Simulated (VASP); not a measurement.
Here is a VASP 6.6.1 calculation.

INCAR

```
ALGO = Normal
EDIFF = 1E-6
ENCUT = 500
GGA = CA
GGA_COMPAT = False
ISIF = 2
ISMEAR = 0
LASPH = True
LCHARG = False
LREAL = False
LWAVE = False
NBANDS = 11
NELM = 120
PREC = Accurate
SIGMA = 0.01
```

File KPOINTS:

```
k-points
0
Gamma
  8 8 8
```

The input POSCAR:

```
AlAs
1.0
    2.7699921228      2.7699921228      0.0000000000
   -2.7699921228      2.7699921228      0.0000000000
    0.0000000000      2.7699921228      2.7699921228
Al As
1 1
Direct
    0.0000000000      0.0000000000      0.0000000000
    0.7500000000      0.2500000000      0.5000000000
```

Potentials or basis: VASP PAW LDA potentials, release 64 (Al, As).

Command:

```bash
$ cat potpaw_LDA.64/Al/POTCAR potpaw_LDA.64/As/POTCAR > POTCAR
$ mpirun -np 1 vasp_std > vasp.out
```

Q: What does it give for the pressure?

A: 4.4 GPa.

Q: What does it give for the band gap on the k mesh?

A: 1.22 eV, indirect (least direct gap 2.40 eV).

A k mesh can miss the band edges. As with any semilocal functional, this LDA gap is likely too small.
